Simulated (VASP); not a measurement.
# ZnCd4S (P4/mmm) in VASP: further runs

The runs below take ZnCd4S through single point, relaxation of cell and atoms, with PBE.

Everything below comes from runs of VASP 6.6.1. Logs are shortened: lines on timing, memory, paths and dates and some standing lists are left out, and cuts for length are marked.

**1. The cell of the first run**

It takes space group P4/mmm (No. 123, tetragonal). The conventional cell has a = 4.446 Å, b = 4.446 Å, c = 7.157 Å, α = 90.00°, β = 90.00°, γ = 90.00°. Zn (site symmetry 4/mmm) has 8 Cd at 2.78 Å within 3.7 Å. Within 3.9 Å of Cd (site symmetry 2mm) lie 2 Zn at 2.78 Å and 2 S at 2.93 Å and 6 Cd at 3.14 to 3.83 Å. Within 3.9 Å of S (site symmetry 4/mmm) lie 8 Cd at 2.93 Å.

The cell was built from a structure type or drawn by symmetry, and may not be a known phase.

**2. Single point, PBE**

The input, INCAR:

```
ALGO = Normal ; EDIFF = 1E-7
ENCUT = 520 ; GGA = PE
ISIF = 2 ; ISMEAR = 0
LASPH = True ; LCHARG = True
LELF = True ; LREAL = False
LVHAR = True ; LWAVE = False
NBANDS = 42 ; NELM = 80
PREC = Accurate ; SIGMA = 0.1
```

The input, KPOINTS:

```
k-points
0
Gamma
  4 4 4
```

The input, POSCAR:

```
ZnCd4S
1.0
    4.4455238538      0.0000000000      0.0000000000
    0.0000000000      4.4455238538      0.0000000000
    0.0000000000      0.0000000000      7.1571089432
Zn Cd S
1 4 1
Direct
    0.0000000000      0.0000000000      0.0000000000
    0.5000000000      0.0000000000      0.7673078942
    0.0000000000      0.5000000000      0.2326921058
    0.5000000000      0.0000000000      0.2326921058
    0.0000000000      0.5000000000      0.7673078942
    0.5000000000      0.5000000000      0.5000000000
```

Potentials or basis: VASP PAW PBE potentials, release 64 (Zn, Cd, S).

Started as:

```sh
$ cat potpaw_PBE.64/Zn/POTCAR potpaw_PBE.64/Cd/POTCAR potpaw_PBE.64/S/POTCAR > POTCAR
$ mpirun -np 1 vasp_std > vasp.out
```

OUTCAR:

```text
EDIFF = 1E-7
   ENCUT = 520
   GGA = PE
   ISIF = 2
   ISMEAR = 0
   LASPH = True
   LREAL = False
   NELM = 80
   PREC = Accurate

 ion  position               nearest neighbor table
   1  0.000  0.000  0.000-   2 2.78   3 2.78   4 2.78   5 2.78   3 2.78   5 2.78   2 2.78   4 2.78

   2  0.500  0.000  0.767-   1 2.78   1 2.78   6 2.93   6 2.93   5 3.14   5 3.14   5 3.14   5 3.14
                             4 3.33
   3  0.000  0.500  0.233-   1 2.78   1 2.78   6 2.93   6 2.93   4 3.14   4 3.14   4 3.14   4 3.14
                             5 3.33
   4  0.500  0.000  0.233-   1 2.78   1 2.78   6 2.93   6 2.93   3 3.14   3 3.14   3 3.14   3 3.14
                             2 3.33
   5  0.000  0.500  0.767-   1 2.78   1 2.78   6 2.93   6 2.93   2 3.14   2 3.14   2 3.14   2 3.14
                             3 3.33
   6  0.500  0.500  0.500-   2 2.93   3 2.93   4 2.93   5 2.93   2 2.93   4 2.93   3 2.93   5 2.93

  LATTYP: Found a simple tetragonal cell.
 ALAT       =     4.4455238538
 C/A-ratio  =     1.6099585063

  Lattice vectors:

 A1 = (   4.4455238538,   0.0000000000,   0.0000000000)
 A2 = (   0.0000000000,   4.4455238538,   0.0000000000)
 A3 = (   0.0000000000,   0.0000000000,   7.1571089432)

Analysis of symmetry for initial positions (statically):
=====================================================================
 Subroutine PRICEL returns:
 Original cell was already a primitive cell.

 Routine SETGRP: Setting up the symmetry group for a
 simple tetragonal supercell.

 Subroutine GETGRP returns: Found 16 space group operations
 (whereof 16 operations were pure point group operations)
 out of a pool of 16 trial point group operations.

The static configuration has the point symmetry D_4h.

Analysis of symmetry for dynamics (positions and initial velocities):
=====================================================================
 Subroutine PRICEL returns:
 Original cell was already a primitive cell.

 Routine SETGRP: Setting up the symmetry group for a
 simple tetragonal supercell.

 Subroutine GETGRP returns: Found 16 space group operations
 (whereof 16 operations were pure point group operations)
 out of a pool of 16 trial point group operations.

The dynamic configuration has the point symmetry D_4h.

 Subroutine INISYM returns: Found 16 space group operations
 (whereof 16 operations are pure point group operations),
 and found     1 'primitive' translations

----------------------------------------------------------------------------------------

                                     Primitive cell

  volume of cell :     141.4437

  direct lattice vectors                    reciprocal lattice vectors
     4.445523854  0.000000000  0.000000000     0.224945368  0.000000000  0.000000000
     0.000000000  4.445523854  0.000000000     0.000000000  0.224945368  0.000000000
     0.000000000  0.000000000  7.157108943     0.000000000  0.000000000  0.139721221

  length of vectors
     4.445523854  4.445523854  7.157108943     0.224945368  0.224945368  0.139721221

  position of ions in fractional coordinates (direct lattice)
     0.000000000  0.000000000  0.000000000
     0.500000000  0.000000000  0.767307894
     0.000000000  0.500000000  0.232692106
     0.500000000  0.000000000  0.232692106
     0.000000000  0.500000000  0.767307894
     0.500000000  0.500000000  0.500000000

  ion indices of the primitive-cell ions
   primitive index   ion index
                 1           1
                 2           2
                 3           3
                 4           4
                 5           5
                 6           6

----------------------------------------------------------------------------------------

 KPOINTS: k-points

Automatic generation of k-mesh.
 Grid dimensions read from file:
 generate k-points for:    4    4    4

 Generating k-lattice:

  Cartesian coordinates                     Fractional coordinates (reciprocal lattice)
     0.056236342  0.000000000  0.000000000     0.250000000  0.000000000  0.000000000
     0.000000000  0.056236342  0.000000000     0.000000000  0.250000000  0.000000000
     0.000000000  0.000000000  0.034930305     0.000000000  0.000000000  0.250000000

  Length of vectors
     0.056236342  0.056236342  0.034930305

  Shift w.r.t. Gamma in fractional coordinates (k-lattice)
     0.000000000  0.000000000  0.000000000

 Subroutine IBZKPT returns following result:
 ===========================================

 Found     18 irreducible k-points:

 Following reciprocal coordinates:
            Coordinates               Weight
  0.000000  0.000000  0.000000      1.000000
  0.250000  0.000000  0.000000      4.000000
  0.500000  0.000000  0.000000      2.000000
  0.250000  0.250000  0.000000      4.000000
  0.500000  0.250000  0.000000      4.000000
  0.500000  0.500000  0.000000      1.000000
[... 10 lines left out ...]
  0.500000  0.250000  0.500000      4.000000
  0.500000  0.500000  0.500000      1.000000
   k-points           NKPTS =     18   k-points in BZ     NKDIM =     18   number of bands    NBANDS=     42
   number of dos      NEDOS =    301   number of ions     NIONS =      6
   total plane-waves  NPLWV =  69984
   dimension x,y,z NGX =    36 NGY =   36 NGZ =   54
   dimension x,y,z NGXF=    72 NGYF=   72 NGZF=  108
   ions per type =               1   4   1
   NGX,Y,Z   is equivalent  to a cutoff of  13.46, 13.46, 12.54 a.u.
   NGXF,Y,Z  is equivalent  to a cutoff of  26.93, 26.93, 25.09 a.u.
 SYSTEM =  unknown system
   PREC   = accura    normal or accurate (medium, high low for compatibility)
   ISTART =      0    job   : 0-new  1-cont  2-samecut
   ICHARG =      2    charge: 1-file 2-atom 10-const
   ISPIN  =      1    spin polarized calculation?
   LNONCOLLINEAR =      F non collinear calculations
   LSORBIT =      F    spin-orbit coupling
   LASPH  =      T    aspherical Exc in radial PAW
   ENCUT  =  520.0 eV  38.22 Ry    6.18 a.u.   8.27  8.27 13.31*2*pi/ulx,y,z
   NELM   =     80;   NELMIN=  2; NELMDL= -5     # of ELM steps
   EDIFF  = 0.1E-06   stopping-criterion for ELM
   LREAL  =      F    real-space projection
   EDIFFG = 0.1E-05   stopping-criterion for IOM
   NSW    =      0    number of steps for IOM
   IBRION =     -1    ionic relax: 0-MD 1-quasi-New 2-CG
   NFREE  =      0    steps in history (QN), initial steepest desc. (CG)
   ISIF   =      2    stress and relaxation
   ISYM   =      2    0-nonsym 1-usesym 2-fastsym
   POTIM  = 0.5000    time-step for ionic-motion
   TEBEG  =    0.0;   TEEND  =   0.0 temperature during run
   PSTRESS=    0.0 pullay stress
   NELECT =      66.0000    total number of electrons
   NUPDOWN=      -1.0000    fix difference up-down
   EMIN   =  10.00;   EMAX   =-10.00  energy-range for DOS
   EFERMI =   0.00;   METHOD = LEGACY
   ISMEAR =     0;   SIGMA  =   0.10  broadening in eV -4-tet -1-fermi 0-gaus
   EFERMI_NEDOS =   21; number of points for ismear=-14 and -15
   IALGO  =     38    algorithm
   IMIX   =      4    mixing-type and parameters
     AMIX     =   0.40;   BMIX     =  1.00
     AMIX_MAG =   1.60;   BMIX_MAG =  1.00
  volume/ion in A,a.u.               =      23.57       159.08
  Fermi-wavevector in a.u.,A,eV,Ry     =   1.269779  2.399535 21.937216  1.612340
  Thomas-Fermi vector in A             =   2.402802
   LORBIT       =      0    0 simple, 1 ext, 2 COOP (PROOUT), +10 PAW based schemes
   GGA     = PE    functional components
   LHFCALC =     F    Hartree Fock is set to
   AEXX    =    0.0000 exact exchange contribution
   IVDW    =     0    specifies the selected vdW correction
   LEPSILON=     F    determine dielectric tensor
   LRPA    =     F    only Hartree local field effects (RPA)
 non-spin polarized calculation
 Gauss-broadening in eV      SIGMA  =   0.10
  energy-cutoff  :      520.00
  volume of cell :      141.44
 maximum number of plane-waves:      3832
 NGX is ok and might be reduce to    36
   NGX = 17   NGY = 17   NGZ = 27

 number of electron      66.0000044 magnetization

 Free energy of the ion-electron system (eV)
  ---------------------------------------------------
  ext. energy  EPLUGINS =         0.00000000
  ---------------------------------------------------
  free energy    TOTEN  =        -8.56238632 eV

  energy without entropy =       -8.55743478  energy(sigma->0) =       -8.55991055

 E-fermi :   2.3752     XC(G=0):  -9.9644

 val. band max:        2.1889457895   @ k =   0.2500   0.0000   0.2500
 cond. band min:       2.3843196083   @ k =   0.2500   0.2500   0.0000
 fundamental gap:      0.1953738187
 Fermi energy:         2.3752068029

 k-point     1 :       0.0000    0.0000    0.0000
  band No.  band energies     occupation
      1     -10.8579      2.00000
      2      -7.0976      2.00000
      3      -7.0800      2.00000
      4      -7.0164      2.00000
      5      -6.9735      2.00000
      6      -6.9028      2.00000
[... 34 lines left out ...]
     41       8.1569      0.00000
     42       9.4543      0.00000

 k-point     2 :       0.2500    0.0000    0.0000
  band No.  band energies     occupation
      1     -10.8003      2.00000
      2      -6.9580      2.00000
      3      -6.9519      2.00000
      4      -6.8826      2.00000
      5      -6.8504      2.00000
      6      -6.8303      2.00000
[... 34 lines left out ...]
     41       7.9069      0.00000
     42       8.4508      0.00000

 k-point     3 :       0.5000    0.0000    0.0000
  band No.  band energies     occupation
      1     -10.7419      2.00000
      2      -6.8563      2.00000
      3      -6.7095      2.00000
      4      -6.6501      2.00000
      5      -6.6218      2.00000
      6      -6.6096      2.00000
[... 34 lines left out ...]
     41       7.3538      0.00000
     42       7.7648      0.00000

 k-point     4 :       0.2500    0.2500    0.0000
  band No.  band energies     occupation
      1     -10.7492      2.00000
      2      -6.9672      2.00000
      3      -6.9351      2.00000
      4      -6.9017      2.00000
      5      -6.7520      2.00000
      6      -6.7132      2.00000
[... 574 lines left out ...]
     41       7.6169      0.00000
     42       8.4434      0.00000

 k-point    17 :       0.5000    0.2500    0.5000
  band No.  band energies     occupation
      1     -10.6954      2.00000
      2      -6.9223      2.00000
      3      -6.7941      2.00000
      4      -6.7669      2.00000
      5      -6.7642      2.00000
      6      -6.7405      2.00000
[... 34 lines left out ...]
     41       7.7182      0.00000
     42       8.6833      0.00000

 k-point    18 :       0.5000    0.5000    0.5000
  band No.  band energies     occupation
      1     -10.6511      2.00000
      2      -7.0011      2.00000
      3      -6.8623      2.00000
      4      -6.8623      2.00000
      5      -6.8504      2.00000
      6      -6.8469      2.00000
[... 34 lines left out ...]
     41       7.1844      0.00000
     42       9.4381      0.00000

------------------------ aborting loop because EDIFF is reached ----------------------------------------

  FORCE on cell =-STRESS in cart. coord.  units (eV):
  Direction    XX          YY          ZZ          XY          YZ          ZX
  --------------------------------------------------------------------------------------
  -------------------------------------------------------------------------------------
  Total        0.1615413      0.1615413      0.2863149      0.0000000      0.0000000      0.0000000
  in kB        1.8298296      1.8298296      3.2431797      0.0000000      0.0000000      0.0000000
  external PRESSURE =       2.3009463 kB  Pullay stress =       0.0000000 kB

 VOLUME and BASIS-vectors are now :
 -----------------------------------------------------------------------------
  energy-cutoff  :      520.00
  volume of cell :      141.44
      direct lattice vectors                 reciprocal lattice vectors
     4.445523854  0.000000000  0.000000000     0.224945368  0.000000000  0.000000000
     0.000000000  4.445523854  0.000000000     0.000000000  0.224945368  0.000000000
     0.000000000  0.000000000  7.157108943     0.000000000  0.000000000  0.139721221

 POSITION                                       TOTAL-FORCE (eV/Angst)
 -----------------------------------------------------------------------------------
      0.00000      0.00000      0.00000        -0.000000      0.000000      0.000000
      2.22276      0.00000      5.49171        -0.000000     -0.000000      0.000697
      0.00000      2.22276      1.66540         0.000000      0.000000     -0.000697
      2.22276      0.00000      1.66540         0.000000      0.000000     -0.000697
      0.00000      2.22276      5.49171         0.000000      0.000000      0.000697
      2.22276      2.22276      3.57855        -0.000000      0.000000      0.000000
 -----------------------------------------------------------------------------------
    total drift:                                0.000000     -0.000000     -0.000000

  FREE ENERGIE OF THE ION-ELECTRON SYSTEM (eV)
  ---------------------------------------------------
  free  energy   TOTEN  =        -8.5623863196 eV

  energy  without entropy=       -8.5574347780  energy(sigma->0) =       -8.55991055
```

It took 50 s on 1 thread of Intel Xeon 6975P-C (Granite Rapids), shared host; peak memory 0.3 GiB.

What came out:

```yaml
Free_energy: -8.5624 eV
Pressure: 0.2 GPa
Band_gap_on_the_k_mesh: zero (bands 33 and 34 overlap by 1.64 eV)
```

Levels at points of the mesh, in eV from the Fermi level:
```csv
k point,band 29,band 30,band 31,band 32,band 33,band 34,band 35,band 36,band 37,band 38
"(0.00, 0.00, 0.00)",-3.02,-3.02,-0.98,-0.91,0.62,1.05,1.05,2.37,2.37,3.09
"(0.50, 0.00, 0.00)",-4.43,-3.69,-3.27,-2.62,0.87,1.12,1.77,2.80,3.25,4.36
"(0.50, 0.50, 0.00)",-4.34,-3.91,-2.44,-2.44,-1.37,-0.77,-0.77,-0.38,2.33,3.84
"(0.00, 0.00, 0.50)",-3.41,-2.85,-2.85,0.23,0.23,1.18,1.26,1.85,2.62,3.65
"(0.50, 0.00, 0.50)",-5.59,-2.59,-1.98,-1.96,-0.98,1.10,2.02,3.25,3.65,3.66
"(0.50, 0.50, 0.50)",-4.15,-4.14,-3.36,-3.36,-1.94,1.14,1.33,1.33,1.65,2.59
```

**3. Single point, PBE**

This run uses another cell than the first one, of 19.61 Å³/atom.

The input, INCAR:

```
  PREC = Accurate
  ENCUT = 520
  EDIFF = 1E-6
  ISMEAR = 0
  SIGMA = 0.1
  LREAL = F
  LASPH = T
  NELM = 100
  ALGO = Normal
  ISIF = 2
  LWAVE = F
  LCHARG = F
  GGA = PE
  NBANDS = 42
```

The input, KPOINTS:

```
regular mesh
0
Gamma
  4 4 4
```

The input, POSCAR:

```
ZnCd4S
1.0
    4.3634701400      0.0000000000      0.0000000000
    0.0000000000      4.3634701400      0.0000000000
    0.0000000000      0.0000000000      6.1783563000
Zn Cd S
1 4 1
Direct
    0.0000000000      0.0000000000      0.0000000000
    0.5000000000      0.0000000000      0.7458124800
    0.0000000000      0.5000000000      0.2541875200
    0.5000000000      0.0000000000      0.2541875200
    0.0000000000      0.5000000000      0.7458124800
    0.5000000000      0.5000000000      0.5000000000
```

Potentials or basis: VASP PAW PBE potentials, release 64 (Zn, Cd, S).

Started as:

```sh
$ cat potpaw_PBE.64/Zn/POTCAR potpaw_PBE.64/Cd/POTCAR potpaw_PBE.64/S/POTCAR > POTCAR
$ mpirun -np 1 vasp_std > vasp.out
```

Run time: 32 s. Hardware: 1 thread of Intel Xeon 6975P-C (Granite Rapids), shared host; peak memory 0.25 GiB.

The run converged. Its results:

| Quantity | Value |
| --- | --- |
| Free energy | -7.4352 eV |
| Pressure | 13.3 GPa |
| Largest force | 0.808 eV/Å |
| Band gap on the k mesh | zero (bands 33 and 34 overlap by 0.56 eV) |

Forces in eV/Å, atoms in the order of the input:
```
Zn   0.000  0.000  0.000
Cd   0.000  0.000  0.808
Cd   0.000  0.000 -0.808
Cd   0.000  0.000 -0.808
Cd   0.000  0.000  0.808
S    0.000  0.000  0.000
```

Stress tensor (GPa, compression positive):
```
13.13  0.00  0.00
 0.00 13.13  0.00
 0.00  0.00 13.48
```

Levels at points of the mesh, in eV from the Fermi level:
```
           k point  band 30  band 31  band 32  band 33  band 34  band 35  band 36  band 37
(0.00, 0.00, 0.00)    -4.34    -1.37    -0.38    -0.33     1.18     1.18     2.32     2.32
(0.50, 0.00, 0.00)    -4.12    -3.67    -3.00     0.13     1.21     2.04     2.56     3.58
(0.50, 0.50, 0.00)    -5.02    -2.65    -2.65    -1.31    -0.15    -0.15     0.07     2.24
(0.00, 0.00, 0.50)    -3.98    -3.19    -0.12    -0.08    -0.08     1.26     1.78     3.84
(0.50, 0.00, 0.50)    -3.57    -1.91    -1.91    -0.60     1.98     2.27     2.92     3.29
(0.50, 0.50, 0.50)    -4.30    -3.72    -3.72    -2.75     2.25     2.25     2.30     2.44
```

Caveat: the cell stands under pressure; semilocal functionals underestimate gaps, so a narrow gap can read as zero.

(Part 1 of 2 ends here.)
